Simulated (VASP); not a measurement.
# K2S (Fm-3m) in VASP: settings compared, part 2 of 3

VASP 6.6.1. The steps go on from the part before.

## (3) Single point, r2SCAN (volume changed by -6%)

POSCAR

```
K2S
1.0
    0.0000000000      3.6271691700      3.6271691700
    3.6271691700      0.0000000000      3.6271691700
    3.6271691700      3.6271691700      0.0000000000
S K
1 2
Direct
    0.0000000000      0.0000000000      0.0000000000
    0.2500000000      0.2500000000      0.2500000000
    0.7500000000      0.7500000000      0.7500000000
```

INCAR.step1

```
  ALGO = Normal
  EDIFF = 1E-5
  ENCUT = 550
  GGA = PE
  GGA_COMPAT = F
  ISMEAR = 0
  LASPH = T
  LCHARG = F
  LREAL = F
  LWAVE = T
  NBANDS = 19
  NELM = 120
  PREC = Accurate
  SIGMA = 0.01
```

INCAR.step2

```
  ALGO = Normal
  EDIFF = 1E-6
  ENCUT = 550
  GGA_COMPAT = F
  ISIF = 2
  ISMEAR = 0
  ISTART = 1
  LASPH = T
  LCHARG = F
  LMIXTAU = T
  LREAL = F
  LWAVE = F
  METAGGA = R2SCAN
  NBANDS = 19
  NELM = 120
  PREC = Accurate
  SIGMA = 0.01
```

KPOINTS

```
k-points
0
Gamma
  6 6 6
```

Potentials or basis: VASP PAW PBE potentials, release 64 (S, K_sv).

Started as:

```
$ cat potpaw_PBE.64/S/POTCAR potpaw_PBE.64/K_sv/POTCAR > POTCAR
$ cp INCAR.step1 INCAR
$ mpirun -np 1 vasp_std > vasp.out
$ cp INCAR.step2 INCAR
$ mpirun -np 1 vasp_std > vasp.out
```

OUTCAR:

```text
EDIFF = 1E-6
   ENCUT = 550
   ISIF = 2
   ISMEAR = 0
   ISTART = 1
   LASPH = T
   LREAL = F
   METAGGA = R2SCAN
   NELM = 120
   PREC = Accurate

 ion  position               nearest neighbor table
   1  0.000  0.000  0.000-   3 3.14   3 3.14   3 3.14   2 3.14   3 3.14   2 3.14   2 3.14   2 3.14

   2  0.250  0.250  0.250-   1 3.14   1 3.14   1 3.14   1 3.14   3 3.63   3 3.63   3 3.63   3 3.63
                             3 3.63   3 3.63
   3  0.750  0.750  0.750-   1 3.14   1 3.14   1 3.14   1 3.14   2 3.63   2 3.63   2 3.63   2 3.63
                             2 3.63   2 3.63

  LATTYP: Found a face centered cubic cell.
 ALAT       =     7.2543383400

  Lattice vectors:

 A1 = (   0.0000000000,   3.6271691700,   3.6271691700)
 A2 = (   3.6271691700,   0.0000000000,   3.6271691700)
 A3 = (   3.6271691700,   3.6271691700,   0.0000000000)

Analysis of symmetry for initial positions (statically):
=====================================================================
 Subroutine PRICEL returns:
 Original cell was already a primitive cell.

 Routine SETGRP: Setting up the symmetry group for a
 face centered cubic supercell.

 Subroutine GETGRP returns: Found 48 space group operations
 (whereof 48 operations were pure point group operations)
 out of a pool of 48 trial point group operations.

The static configuration has the point symmetry O_h .

Analysis of symmetry for dynamics (positions and initial velocities):
=====================================================================
 Subroutine PRICEL returns:
 Original cell was already a primitive cell.

 Routine SETGRP: Setting up the symmetry group for a
 face centered cubic supercell.

 Subroutine GETGRP returns: Found 48 space group operations
 (whereof 48 operations were pure point group operations)
 out of a pool of 48 trial point group operations.

The dynamic configuration has the point symmetry O_h .

 Subroutine INISYM returns: Found 48 space group operations
 (whereof 48 operations are pure point group operations),
 and found     1 'primitive' translations

----------------------------------------------------------------------------------------

                                     Primitive cell

  volume of cell :      95.4407

  direct lattice vectors                    reciprocal lattice vectors
     0.000000000  3.627169170  3.627169170    -0.137848547  0.137848547  0.137848547
     3.627169170  0.000000000  3.627169170     0.137848547 -0.137848547  0.137848547
     3.627169170  3.627169170  0.000000000     0.137848547  0.137848547 -0.137848547

  length of vectors
     5.129591833  5.129591833  5.129591833     0.238760687  0.238760687  0.238760687

  position of ions in fractional coordinates (direct lattice)
     0.000000000  0.000000000  0.000000000
     0.250000000  0.250000000  0.250000000
     0.750000000  0.750000000  0.750000000

  ion indices of the primitive-cell ions
   primitive index   ion index
                 1           1
                 2           2
                 3           3

----------------------------------------------------------------------------------------

 KPOINTS: k-points

Automatic generation of k-mesh.
 Grid dimensions read from file:
 generate k-points for:    6    6    6

 Generating k-lattice:

  Cartesian coordinates                     Fractional coordinates (reciprocal lattice)
    -0.022974758  0.022974758  0.022974758     0.166666667  0.000000000  0.000000000
     0.022974758 -0.022974758  0.022974758     0.000000000  0.166666667  0.000000000
     0.022974758  0.022974758 -0.022974758     0.000000000  0.000000000  0.166666667

  Length of vectors
     0.039793448  0.039793448  0.039793448

  Shift w.r.t. Gamma in fractional coordinates (k-lattice)
     0.000000000  0.000000000  0.000000000

 Subroutine IBZKPT returns following result:
 ===========================================

 Found     16 irreducible k-points:

 Following reciprocal coordinates:
            Coordinates               Weight
  0.000000  0.000000  0.000000      1.000000
  0.166667  0.000000  0.000000      8.000000
  0.333333  0.000000  0.000000      8.000000
  0.500000  0.000000  0.000000      4.000000
  0.166667  0.166667  0.000000      6.000000
  0.333333  0.166667  0.000000     24.000000
[... 8 lines left out ...]
 -0.333333  0.333333  0.166667     24.000000
 -0.333333  0.500000  0.166667     12.000000
   k-points           NKPTS =     16   k-points in BZ     NKDIM =     16   number of bands    NBANDS=     19
   number of dos      NEDOS =    301   number of ions     NIONS =      3
   total plane-waves  NPLWV =  64000
   dimension x,y,z NGX =    40 NGY =   40 NGZ =   40
   dimension x,y,z NGXF=    80 NGYF=   80 NGZF=   80
   ions per type =               1   2
   NGX,Y,Z   is equivalent  to a cutoff of  12.96, 12.96, 12.96 a.u.
   NGXF,Y,Z  is equivalent  to a cutoff of  25.93, 25.93, 25.93 a.u.
 SYSTEM =  unknown system
   PREC   = accura    normal or accurate (medium, high low for compatibility)
   ISTART =      1    job   : 0-new  1-cont  2-samecut
   ICHARG =      0    charge: 1-file 2-atom 10-const
   ISPIN  =      1    spin polarized calculation?
   LNONCOLLINEAR =      F non collinear calculations
   LSORBIT =      F    spin-orbit coupling
   LASPH  =      T    aspherical Exc in radial PAW
   ENCUT  =  550.0 eV  40.42 Ry    6.36 a.u.   9.81  9.81  9.81*2*pi/ulx,y,z
   NELM   =    120;   NELMIN=  2; NELMDL=  0     # of ELM steps
   EDIFF  = 0.1E-05   stopping-criterion for ELM
   LREAL  =      F    real-space projection
   EDIFFG = 0.1E-04   stopping-criterion for IOM
   NSW    =      0    number of steps for IOM
   IBRION =     -1    ionic relax: 0-MD 1-quasi-New 2-CG
   NFREE  =      0    steps in history (QN), initial steepest desc. (CG)
   ISIF   =      2    stress and relaxation
   ISYM   =      2    0-nonsym 1-usesym 2-fastsym
   POTIM  = 0.5000    time-step for ionic-motion
   TEBEG  =    0.0;   TEEND  =   0.0 temperature during run
   PSTRESS=    0.0 pullay stress
   NELECT =      24.0000    total number of electrons
   NUPDOWN=      -1.0000    fix difference up-down
   EMIN   =  10.00;   EMAX   =-10.00  energy-range for DOS
   EFERMI =   0.00;   METHOD = LEGACY
   ISMEAR =     0;   SIGMA  =   0.01  broadening in eV -4-tet -1-fermi 0-gaus
   EFERMI_NEDOS =   21; number of points for ismear=-14 and -15
   IALGO  =     38    algorithm
   IMIX   =      4    mixing-type and parameters
     AMIX     =   0.40;   BMIX     =  1.00
     AMIX_MAG =   1.60;   BMIX_MAG =  1.00
  volume/ion in A,a.u.               =      31.81       214.69
  Fermi-wavevector in a.u.,A,eV,Ry     =   1.033318  1.952688 14.527575  1.067747
  Thomas-Fermi vector in A             =   2.167559
   LORBIT       =      0    0 simple, 1 ext, 2 COOP (PROOUT), +10 PAW based schemes
   METAGGA = R2SCAN    functional components
   LHFCALC =     F    Hartree Fock is set to
   AEXX    =    0.0000 exact exchange contribution
   IVDW    =     0    specifies the selected vdW correction
   LEPSILON=     F    determine dielectric tensor
   LRPA    =     F    only Hartree local field effects (RPA)
 non-spin polarized calculation
 Gauss-broadening in eV      SIGMA  =   0.01
  energy-cutoff  :      550.00
  volume of cell :       95.44
 maximum number of plane-waves:      2812
   NGX = 19   NGY = 19   NGZ = 19

 number of electron      24.0000002 magnetization

 Free energy of the ion-electron system (eV)
  ---------------------------------------------------
  ext. energy  EPLUGINS =         0.00000000
  ---------------------------------------------------
  free energy    TOTEN  =       -23.78532729 eV

  energy without entropy =      -23.78532729  energy(sigma->0) =      -23.78532729

 E-fermi :  -0.3347     XC(G=0):  -7.9606

 val. band max:       -0.3926372781   @ k =   0.5000   0.5000   0.0000
 cond. band min:       2.5217166006   @ k =   0.0000   0.0000   0.0000
 fundamental gap:      2.9143538788
 Fermi energy:        -0.3347326353

 k-point     1 :       0.0000    0.0000    0.0000
  band No.  band energies     occupation
      1     -30.7390      2.00000
      2     -30.6367      2.00000
      3     -13.5790      2.00000
      4     -13.5790      2.00000
      5     -13.5790      2.00000
      6     -13.3047      2.00000
[... 11 lines left out ...]
     18       7.8220      0.00000
     19       9.0095      0.00000
[... 313 lines left out ...]
      3     -13.8301      2.00000
      4     -13.6792      2.00000
      5     -13.5604      2.00000
      6     -13.3626      2.00000
[... 11 lines left out ...]
     18       7.9028      0.00000
     19       8.5318      0.00000

------------------------ aborting loop because EDIFF is reached ----------------------------------------

  FORCE on cell =-STRESS in cart. coord.  units (eV):
  Direction    XX          YY          ZZ          XY          YZ          ZX
  --------------------------------------------------------------------------------------
  -------------------------------------------------------------------------------------
  Total        0.8809595      0.8809595      0.8809595      0.0000000      0.0000000      0.0000000
  in kB       14.7888047     14.7888047     14.7888047      0.0000000      0.0000000      0.0000000
  external PRESSURE =      14.7888047 kB  Pullay stress =       0.0000000 kB

 VOLUME and BASIS-vectors are now :
 -----------------------------------------------------------------------------
  energy-cutoff  :      550.00
  volume of cell :       95.44
      direct lattice vectors                 reciprocal lattice vectors
     0.000000000  3.627169170  3.627169170    -0.137848547  0.137848547  0.137848547
     3.627169170  0.000000000  3.627169170     0.137848547 -0.137848547  0.137848547
     3.627169170  3.627169170  0.000000000     0.137848547  0.137848547 -0.137848547

 POSITION                                       TOTAL-FORCE (eV/Angst)
 -----------------------------------------------------------------------------------
      0.00000      0.00000      0.00000         0.000000      0.000000     -0.000000
      1.81358      1.81358      1.81358        -0.000000     -0.000000     -0.000000
      5.44075      5.44075      5.44075         0.000000      0.000000      0.000000
 -----------------------------------------------------------------------------------
    total drift:                               -0.000000     -0.000000      0.000000

  FREE ENERGIE OF THE ION-ELECTRON SYSTEM (eV)
  ---------------------------------------------------
  free  energy   TOTEN  =       -23.7853272888 eV

  energy  without entropy=      -23.7853272888  energy(sigma->0) =      -23.78532729
```

Run time: 1.9 min. Hardware: 1 thread of AMD EPYC 9R45 (Zen 5), shared host; peak memory 0.22 GiB.

Results:

| Item | Value |
| --- | --- |
| Free energy | -23.7853 eV |
| Pressure | 1.5 GPa |
| Band gap on the k mesh | 2.91 eV, indirect (least direct gap 3.17 eV) |

Caveat: the PAW data sets were made with another functional, which shifts forces and pressure a little. A k mesh can miss the band edges.

## (4) Single point, r2SCAN (volume changed by -3%)

POSCAR

```
K2S
1.0
    0.0000000000      3.6653527041      3.6653527041
    3.6653527041      0.0000000000      3.6653527041
    3.6653527041      3.6653527041      0.0000000000
S K
1 2
Direct
    0.0000000000      0.0000000000      0.0000000000
    0.2500000000      0.2500000000      0.2500000000
    0.7500000000      0.7500000000      0.7500000000
```

INCAR.step1

```
PREC = Accurate
ENCUT = 550
ISMEAR = 0
SIGMA = 0.01
LREAL = F
LASPH = T
NELM = 120
NBANDS = 19
GGA = PE
ALGO = Normal
EDIFF = 1E-5
LWAVE = T
LCHARG = F
GGA_COMPAT = F
```

INCAR.step2

```
PREC = Accurate
ENCUT = 550
EDIFF = 1E-6
ISMEAR = 0
SIGMA = 0.01
LREAL = F
LASPH = T
NELM = 120
ALGO = Normal
ISIF = 2
LWAVE = F
LCHARG = F
METAGGA = R2SCAN
LMIXTAU = T
NBANDS = 19
ISTART = 1
GGA_COMPAT = F
```

KPOINTS

```
regular mesh
0
Gamma
  6 6 6
```

Potentials or basis: VASP PAW PBE potentials, release 64 (S, K_sv).

Started as:

```
$ cat potpaw_PBE.64/S/POTCAR potpaw_PBE.64/K_sv/POTCAR > POTCAR
$ cp INCAR.step1 INCAR
$ mpirun -np 1 vasp_std > vasp.out
$ cp INCAR.step2 INCAR
$ mpirun -np 1 vasp_std > vasp.out
```

OUTCAR:

```text
PREC = Accurate
   ENCUT = 550
   EDIFF = 1E-6
   ISMEAR = 0
   LREAL = F
   LASPH = T
   NELM = 120
   ISIF = 2
   METAGGA = R2SCAN
   ISTART = 1

 ion  position               nearest neighbor table
   1  0.000  0.000  0.000-   3 3.17   3 3.17   3 3.17   2 3.17   3 3.17   2 3.17   2 3.17   2 3.17

   2  0.250  0.250  0.250-   1 3.17   1 3.17   1 3.17   1 3.17   3 3.67   3 3.67   3 3.67   3 3.67
                             3 3.67   3 3.67
   3  0.750  0.750  0.750-   1 3.17   1 3.17   1 3.17   1 3.17   2 3.67   2 3.67   2 3.67   2 3.67
                             2 3.67   2 3.67

  LATTYP: Found a face centered cubic cell.
 ALAT       =     7.3307054082

  Lattice vectors:

 A1 = (   0.0000000000,   3.6653527041,   3.6653527041)
 A2 = (   3.6653527041,   0.0000000000,   3.6653527041)
 A3 = (   3.6653527041,   3.6653527041,   0.0000000000)

Analysis of symmetry for initial positions (statically):
=====================================================================
 Subroutine PRICEL returns:
 Original cell was already a primitive cell.

 Routine SETGRP: Setting up the symmetry group for a
 face centered cubic supercell.

 Subroutine GETGRP returns: Found 48 space group operations
 (whereof 48 operations were pure point group operations)
 out of a pool of 48 trial point group operations.

The static configuration has the point symmetry O_h .

Analysis of symmetry for dynamics (positions and initial velocities):
=====================================================================
 Subroutine PRICEL returns:
 Original cell was already a primitive cell.

 Routine SETGRP: Setting up the symmetry group for a
 face centered cubic supercell.

 Subroutine GETGRP returns: Found 48 space group operations
 (whereof 48 operations were pure point group operations)
 out of a pool of 48 trial point group operations.

The dynamic configuration has the point symmetry O_h .
[... 107 lines left out ...]
   ISMEAR =     0;   SIGMA  =   0.01  broadening in eV -4-tet -1-fermi 0-gaus
   EFERMI_NEDOS =   21; number of points for ismear=-14 and -15
   IALGO  =     38    algorithm
   IMIX   =      4    mixing-type and parameters
     AMIX     =   0.40;   BMIX     =  1.00
     AMIX_MAG =   1.60;   BMIX_MAG =  1.00
  volume/ion in A,a.u.               =      32.83       221.54
  Fermi-wavevector in a.u.,A,eV,Ry     =   1.022554  1.932346 14.226471  1.045616
  Thomas-Fermi vector in A             =   2.156239
   LORBIT       =      0    0 simple, 1 ext, 2 COOP (PROOUT), +10 PAW based schemes
   METAGGA = R2SCAN    functional components
   LHFCALC =     F    Hartree Fock is set to
   AEXX    =    0.0000 exact exchange contribution
   IVDW    =     0    specifies the selected vdW correction
   LEPSILON=     F    determine dielectric tensor
   LRPA    =     F    only Hartree local field effects (RPA)
 non-spin polarized calculation
 Gauss-broadening in eV      SIGMA  =   0.01
  energy-cutoff  :      550.00
  volume of cell :       98.49
 maximum number of plane-waves:      2899
   NGX = 19   NGY = 19   NGZ = 19

 number of electron      23.9999998 magnetization

 Free energy of the ion-electron system (eV)
  ---------------------------------------------------
  ext. energy  EPLUGINS =         0.00000000
  ---------------------------------------------------
  free energy    TOTEN  =       -23.80637326 eV

  energy without entropy =      -23.80637326  energy(sigma->0) =      -23.80637326

 E-fermi :  -0.4382     XC(G=0):  -7.8325

 val. band max:       -0.5057423429   @ k =   0.5000   0.5000   0.0000
 cond. band min:       2.3290427706   @ k =   0.0000   0.0000   0.0000
 fundamental gap:      2.8347851134
 Fermi energy:        -0.4381581863

 k-point     1 :       0.0000    0.0000    0.0000
  band No.  band energies     occupation
      1     -30.9066      2.00000
      2     -30.8164      2.00000
      3     -13.7358      2.00000
      4     -13.7358      2.00000
      5     -13.7358      2.00000
      6     -13.4842      2.00000
[... 329 lines left out ...]
      6     -13.5371      2.00000
[... 11 lines left out ...]
     18       7.6891      0.00000
     19       8.2078      0.00000

------------------------ aborting loop because EDIFF is reached ----------------------------------------

  FORCE on cell =-STRESS in cart. coord.  units (eV):
  Direction    XX          YY          ZZ          XY          YZ          ZX
  --------------------------------------------------------------------------------------
  -------------------------------------------------------------------------------------
  Total        0.4289601      0.4289601      0.4289601      0.0000000      0.0000000      0.0000000
  in kB        6.9783087      6.9783087      6.9783087      0.0000000      0.0000000      0.0000000
  external PRESSURE =       6.9783087 kB  Pullay stress =       0.0000000 kB

 VOLUME and BASIS-vectors are now :
 -----------------------------------------------------------------------------
  energy-cutoff  :      550.00
  volume of cell :       98.49
      direct lattice vectors                 reciprocal lattice vectors
     0.000000000  3.665352704  3.665352704    -0.136412520  0.136412520  0.136412520
     3.665352704  0.000000000  3.665352704     0.136412520 -0.136412520  0.136412520
     3.665352704  3.665352704  0.000000000     0.136412520  0.136412520 -0.136412520

 POSITION                                       TOTAL-FORCE (eV/Angst)
 -----------------------------------------------------------------------------------
      0.00000      0.00000      0.00000        -0.000000     -0.000000     -0.000000
      1.83268      1.83268      1.83268        -0.000000     -0.000000      0.000000
      5.49803      5.49803      5.49803         0.000000      0.000000      0.000000
 -----------------------------------------------------------------------------------
    total drift:                               -0.000000     -0.000000      0.000000

  FREE ENERGIE OF THE ION-ELECTRON SYSTEM (eV)
  ---------------------------------------------------
  free  energy   TOTEN  =       -23.8063732576 eV

  energy  without entropy=      -23.8063732576  energy(sigma->0) =      -23.80637326
```

It took 1.8 min on 1 thread of AMD EPYC 9R45 (Zen 5), shared host; peak memory 0.23 GiB.

What came out:

- Free energy: -23.8064 eV
- Pressure: 0.7 GPa
- Band gap on the k mesh: 2.83 eV, indirect (least direct gap 3.06 eV)

Caveat: the PAW data sets were made with another functional, which shifts forces and pressure a little. A k mesh can miss the band edges.

(Continued in part 3 of 3.)
